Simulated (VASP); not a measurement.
# CsPbCl3 (Pmmm) in VASP: further runs

CsPbCl3 is run at these levels: LDA; tasks: single point.

All numbers are computed with VASP 6.6.1; they aren't measurements. Logs are shortened: lines on timing, memory, paths and dates and some standing lists are left out, and cuts for length are marked.

### Step 1. The cell of the first run

Symmetry: Pmmm, No. 47, orthorhombic system. Conventional cell: a = 5.269 Å, b = 5.605 Å, c = 5.941 Å, α = 90.00°, β = 90.00°, γ = 90.00°. Cs (site symmetry mmm) has 12 Cl at 3.85 to 4.08 Å and 8 Pb at 4.86 Å and 2 Cs at 5.27 Å within 5.3 Å. Pb (site symmetry mmm) has 6 Cl at 2.63 to 2.97 Å within 3.5 Å. Within 3.5 Å of Cl (site symmetry mmm) lie 2 Pb at 2.63 Å. Cl (site symmetry mmm) has 2 Pb at 2.97 Å and 4 Cs at 3.85 Å and 8 Cl at 3.97 to 4.08 Å within 4.1 Å. Within 4.1 Å of Cl (site symmetry mmm) lie 2 Pb at 2.80 Å and 8 Cl at 3.85 to 4.08 Å and 4 Cs at 3.97 Å.

### Step 2. Single point, LDA (strain -0.0600 x Voigt [1, -1, 0, 0, 0, 0])

File INCAR:

```
SYSTEM = CsPbCl3
ALGO     = Normal         ! electronic algorithm
EDIFF    = 1E-7           ! SCF threshold, eV
ENCUT    = 520            ! plane-wave cutoff, eV
GGA      = CA             ! functional
ISIF     = 2              ! what is computed and relaxed
ISMEAR   = 0              ! smearing method
LASPH    = .True.         ! aspherical terms in the spheres
LCHARG   = .False.        ! write CHGCAR
LREAL    = .False.        ! projectors in reciprocal space
LWAVE    = .False.        ! write WAVECAR
NBANDS   = 30             ! bands
NELM     = 100            ! most SCF steps
PREC     = Accurate       ! precision mode
SIGMA    = 0.05           ! smearing width, eV
```

File KPOINTS:

```
k-points
0
Gamma
  6 6 6
  0 0 0
```

File POSCAR:

```
CsPbCl3
1.0
    5.2687000000      0.0000000000      0.0000000000
    0.0000000000      5.9413000000      0.0000000000
    0.0000000000      0.0000000000      5.6050000000
Cs Pb Cl
1 1 3
Direct
    0.0000000000      0.0000000000      0.0000000000
    0.5000000000      0.5000000000      0.5000000000
    0.0000000000      0.5000000000      0.5000000000
    0.5000000000      0.0000000000      0.5000000000
    0.5000000000      0.5000000000      0.0000000000
```

Potentials or basis: VASP PAW LDA potentials, release 64 (Cs_sv, Pb_d, Cl).

The run is started by

```console
$ cat potpaw_LDA.64/Cs_sv/POTCAR potpaw_LDA.64/Pb_d/POTCAR potpaw_LDA.64/Cl/POTCAR > POTCAR
$ mpirun -np 1 vasp_std > vasp.out
```

OUTCAR:

```text
SYSTEM = CsPbCl3
   EDIFF = 1E-7
   ENCUT = 520
   GGA = CA
   ISIF = 2
   ISMEAR = 0
   LASPH = .True.
   LREAL = .False.
   NELM = 100
   PREC = Accurate

 ion  position               nearest neighbor table
   1  0.000  0.000  0.000-
   2  0.500  0.500  0.500-   3 2.63   3 2.63   5 2.80   5 2.80   4 2.97   4 2.97
   3  0.000  0.500  0.500-   2 2.63   2 2.63
   4  0.500  0.000  0.500-   2 2.97   2 2.97
   5  0.500  0.500  0.000-   2 2.80   2 2.80

  LATTYP: Found a simple orthorhombic cell.
 ALAT       =     5.2687000000
 B/A-ratio  =     1.0638297872
 C/A-ratio  =     1.1276595745

  Lattice vectors:

 A1 = (  -5.2687000000,   0.0000000000,   0.0000000000)
 A2 = (   0.0000000000,   0.0000000000,   5.6050000000)
 A3 = (   0.0000000000,   5.9413000000,   0.0000000000)

Analysis of symmetry for initial positions (statically):
=====================================================================
 Subroutine PRICEL returns:
 Original cell was already a primitive cell.

 Routine SETGRP: Setting up the symmetry group for a
 simple orthorhombic supercell.

 Subroutine GETGRP returns: Found  8 space group operations
 (whereof  8 operations were pure point group operations)
 out of a pool of  8 trial point group operations.

The static configuration has the point symmetry D_2h.

Analysis of symmetry for dynamics (positions and initial velocities):
=====================================================================
 Subroutine PRICEL returns:
 Original cell was already a primitive cell.

 Routine SETGRP: Setting up the symmetry group for a
 simple orthorhombic supercell.

 Subroutine GETGRP returns: Found  8 space group operations
 (whereof  8 operations were pure point group operations)
 out of a pool of  8 trial point group operations.

The dynamic configuration has the point symmetry D_2h.

 Subroutine INISYM returns: Found  8 space group operations
 (whereof  8 operations are pure point group operations),
 and found     1 'primitive' translations

----------------------------------------------------------------------------------------

                                     Primitive cell

  volume of cell :     175.4529

  direct lattice vectors                    reciprocal lattice vectors
     5.268700000  0.000000000  0.000000000     0.189800140  0.000000000  0.000000000
     0.000000000  5.941300000  0.000000000     0.000000000  0.168313332  0.000000000
     0.000000000  0.000000000  5.605000000     0.000000000  0.000000000  0.178412132

  length of vectors
     5.268700000  5.941300000  5.605000000     0.189800140  0.168313332  0.178412132

  position of ions in fractional coordinates (direct lattice)
     0.000000000  0.000000000  0.000000000
     0.500000000  0.500000000  0.500000000
     0.000000000  0.500000000  0.500000000
     0.500000000  0.000000000  0.500000000
     0.500000000  0.500000000  0.000000000

  ion indices of the primitive-cell ions
   primitive index   ion index
                 1           1
                 2           2
                 3           3
                 4           4
                 5           5

----------------------------------------------------------------------------------------

 KPOINTS: k-points

Automatic generation of k-mesh.
 Grid dimensions read from file:
 generate k-points for:    6    6    6

 Generating k-lattice:

  Cartesian coordinates                     Fractional coordinates (reciprocal lattice)
     0.031633357  0.000000000  0.000000000     0.166666667  0.000000000  0.000000000
     0.000000000  0.028052222  0.000000000     0.000000000  0.166666667  0.000000000
     0.000000000  0.000000000  0.029735355     0.000000000  0.000000000  0.166666667

  Length of vectors
     0.031633357  0.028052222  0.029735355

  Shift w.r.t. Gamma in fractional coordinates (k-lattice)
     0.000000000  0.000000000  0.000000000

 Subroutine IBZKPT returns following result:
 ===========================================

 Found     64 irreducible k-points:

 Following reciprocal coordinates:
            Coordinates               Weight
  0.000000  0.000000  0.000000      1.000000
  0.166667  0.000000  0.000000      2.000000
  0.333333  0.000000  0.000000      2.000000
  0.500000  0.000000  0.000000      1.000000
  0.000000  0.166667  0.000000      2.000000
  0.166667  0.166667  0.000000      4.000000
[... 16 lines left out ...]
  0.333333  0.166667  0.166667      8.000000
  0.500000  0.166667  0.166667      4.000000
 [... further k-points ...]
   k-points           NKPTS =     64   k-points in BZ     NKDIM =     64   number of bands    NBANDS=     30
   number of dos      NEDOS =    301   number of ions     NIONS =      5
   total plane-waves  NPLWV =  80640
   dimension x,y,z NGX =    40 NGY =   48 NGZ =   42
   dimension x,y,z NGXF=    80 NGYF=   96 NGZF=   84
   ions per type =               1   1   3
   NGX,Y,Z   is equivalent  to a cutoff of  12.62, 13.43, 12.46 a.u.
   NGXF,Y,Z  is equivalent  to a cutoff of  25.24, 26.86, 24.91 a.u.
 SYSTEM =  CsPbCl3
   PREC   = accura    normal or accurate (medium, high low for compatibility)
   ISTART =      0    job   : 0-new  1-cont  2-samecut
   ICHARG =      2    charge: 1-file 2-atom 10-const
   ISPIN  =      1    spin polarized calculation?
   LNONCOLLINEAR =      F non collinear calculations
   LSORBIT =      F    spin-orbit coupling
   LASPH  =      T    aspherical Exc in radial PAW
   ENCUT  =  520.0 eV  38.22 Ry    6.18 a.u.   9.80 11.05 10.42*2*pi/ulx,y,z
   NELM   =    100;   NELMIN=  2; NELMDL= -5     # of ELM steps
   EDIFF  = 0.1E-06   stopping-criterion for ELM
   LREAL  =      F    real-space projection
   EDIFFG = 0.1E-05   stopping-criterion for IOM
   NSW    =      0    number of steps for IOM
   IBRION =     -1    ionic relax: 0-MD 1-quasi-New 2-CG
   NFREE  =      0    steps in history (QN), initial steepest desc. (CG)
   ISIF   =      2    stress and relaxation
   ISYM   =      2    0-nonsym 1-usesym 2-fastsym
   POTIM  = 0.5000    time-step for ionic-motion
   TEBEG  =    0.0;   TEEND  =   0.0 temperature during run
   PSTRESS=    0.0 pullay stress
   NELECT =      44.0000    total number of electrons
   NUPDOWN=      -1.0000    fix difference up-down
   EMIN   =  10.00;   EMAX   =-10.00  energy-range for DOS
   EFERMI =   0.00;   METHOD = LEGACY
   ISMEAR =     0;   SIGMA  =   0.05  broadening in eV -4-tet -1-fermi 0-gaus
   EFERMI_NEDOS =   21; number of points for ismear=-14 and -15
   IALGO  =     38    algorithm
   IMIX   =      4    mixing-type and parameters
     AMIX     =   0.40;   BMIX     =  1.00
     AMIX_MAG =   1.60;   BMIX_MAG =  1.00
  volume/ion in A,a.u.               =      35.09       236.80
  Fermi-wavevector in a.u.,A,eV,Ry     =   1.032378  1.950912 14.501157  1.065805
  Thomas-Fermi vector in A             =   2.166573
   LORBIT       =      0    0 simple, 1 ext, 2 COOP (PROOUT), +10 PAW based schemes
   GGA     = CA    functional components
   LHFCALC =     F    Hartree Fock is set to
   AEXX    =    0.0000 exact exchange contribution
   IVDW    =     0    specifies the selected vdW correction
   LEPSILON=     F    determine dielectric tensor
   LRPA    =     F    only Hartree local field effects (RPA)
 non-spin polarized calculation
 Gauss-broadening in eV      SIGMA  =   0.05
  energy-cutoff  :      520.00
  volume of cell :      175.45
 maximum number of plane-waves:      4752
 NGX is ok and might be reduce to    40
   NGX = 19   NGY = 23   NGZ = 21

 number of electron      43.9999988 magnetization

 Free energy of the ion-electron system (eV)
  ---------------------------------------------------
  ext. energy  EPLUGINS =         0.00000000
  ---------------------------------------------------
  free energy    TOTEN  =       -19.19591457 eV

  energy without entropy =      -19.19591457  energy(sigma->0) =      -19.19591457

 E-fermi :   2.0850     XC(G=0):  -8.2916

 val. band max:        1.7893000794   @ k =   0.5000   0.5000   0.5000
 cond. band min:       2.9161246942   @ k =   0.5000   0.5000   0.5000
 fundamental gap:      1.1268246148
 Fermi energy:         2.0850077149

 k-point     1 :       0.0000    0.0000    0.0000
  band No.  band energies     occupation
      1     -19.6706      2.00000
      2     -15.3790      2.00000
      3     -15.1172      2.00000
      4     -14.9355      2.00000
      5     -14.9282      2.00000
      6     -14.9105      2.00000
[... 22 lines left out ...]
     29       6.8399      0.00000
     30       7.6537      0.00000

 k-point     2 :       0.1667    0.0000    0.0000
  band No.  band energies     occupation
      1     -19.6694      2.00000
      2     -15.3168      2.00000
      3     -15.1157      2.00000
      4     -14.9355      2.00000
      5     -14.9292      2.00000
      6     -14.9115      2.00000
[... 22 lines left out ...]
     29       7.1605      0.00000
     30       7.7179      0.00000

 k-point     3 :       0.3333    0.0000    0.0000
  band No.  band energies     occupation
      1     -19.6670      2.00000
      2     -15.1868      2.00000
      3     -15.1045      2.00000
      4     -14.9355      2.00000
      5     -14.9312      2.00000
      6     -14.9135      2.00000
[... 22 lines left out ...]
     29       6.7783      0.00000
     30       7.7187      0.00000

 k-point     4 :       0.5000    0.0000    0.0000
  band No.  band energies     occupation
      1     -19.6659      2.00000
      2     -15.1421      2.00000
      3     -15.0696      2.00000
      4     -14.9355      2.00000
      5     -14.9322      2.00000
      6     -14.9145      2.00000
[... 616 lines left out ...]
     29       7.2371      0.00000
     30       7.3965      0.00000

 k-point    23 :       0.3333    0.1667    0.1667
  band No.  band energies     occupation
      1     -19.6663      2.00000
      2     -15.1725      2.00000
      3     -15.0816      2.00000
      4     -14.9360      2.00000
      5     -14.9313      2.00000
      6     -14.9138      2.00000
[... 22 lines left out ...]
     29       7.1551      0.00000
     30       7.7277      0.00000

 k-point    24 :       0.5000    0.1667    0.1667
  band No.  band energies     occupation
      1     -19.6652      2.00000
      2     -15.1134      2.00000
      3     -15.0587      2.00000
      4     -14.9360      2.00000
      5     -14.9323      2.00000
      6     -14.9148      2.00000
[... 22 lines left out ...]
     29       7.3075      0.00000
     30       7.8898      0.00000

 [... further k-points ...]

------------------------ aborting loop because EDIFF is reached ----------------------------------------

  FORCE on cell =-STRESS in cart. coord.  units (eV):
  Direction    XX          YY          ZZ          XY          YZ          ZX
  --------------------------------------------------------------------------------------
  -------------------------------------------------------------------------------------
  Total        3.4647010     -3.6699816     -1.2624799      0.0000000      0.0000000     -0.0000000
  in kB       31.6384916    -33.5130458    -11.5285448      0.0000000      0.0000000     -0.0000000
  external PRESSURE =      -4.4676997 kB  Pullay stress =       0.0000000 kB

 VOLUME and BASIS-vectors are now :
 -----------------------------------------------------------------------------
  energy-cutoff  :      520.00
  volume of cell :      175.45
      direct lattice vectors                 reciprocal lattice vectors
     5.268700000  0.000000000  0.000000000     0.189800140  0.000000000  0.000000000
     0.000000000  5.941300000  0.000000000     0.000000000  0.168313332  0.000000000
     0.000000000  0.000000000  5.605000000     0.000000000  0.000000000  0.178412132

 POSITION                                       TOTAL-FORCE (eV/Angst)
 -----------------------------------------------------------------------------------
      0.00000      0.00000      0.00000         0.000000      0.000000      0.000000
      2.63435      2.97065      2.80250         0.000000      0.000000      0.000000
      0.00000      2.97065      2.80250         0.000000      0.000000      0.000000
      2.63435      0.00000      2.80250         0.000000      0.000000      0.000000
      2.63435      2.97065      0.00000         0.000000      0.000000      0.000000
 -----------------------------------------------------------------------------------
    total drift:                               -0.000000      0.000000     -0.000000

  FREE ENERGIE OF THE ION-ELECTRON SYSTEM (eV)
  ---------------------------------------------------
  free  energy   TOTEN  =       -19.1959145658 eV

  energy  without entropy=      -19.1959145658  energy(sigma->0) =      -19.19591457
```

Wall time 2.1 min (1 thread of Intel Xeon 6975P-C (Granite Rapids), shared host); peak memory 0.43 GiB.

What came out:

| Property | Result |
| --- | --- |
| Free energy | -19.1959 eV |
| Pressure | -0.4 GPa |
| Band gap on the k mesh | 1.13 eV |

Caveat: the cell differs from its parent crystal (strain -0.0600 x Voigt [1, -1, 0, 0, 0, 0]); spin-orbit coupling is left out, which moves the levels of the heavy elements.

(Part 1 of 2 ends here.)
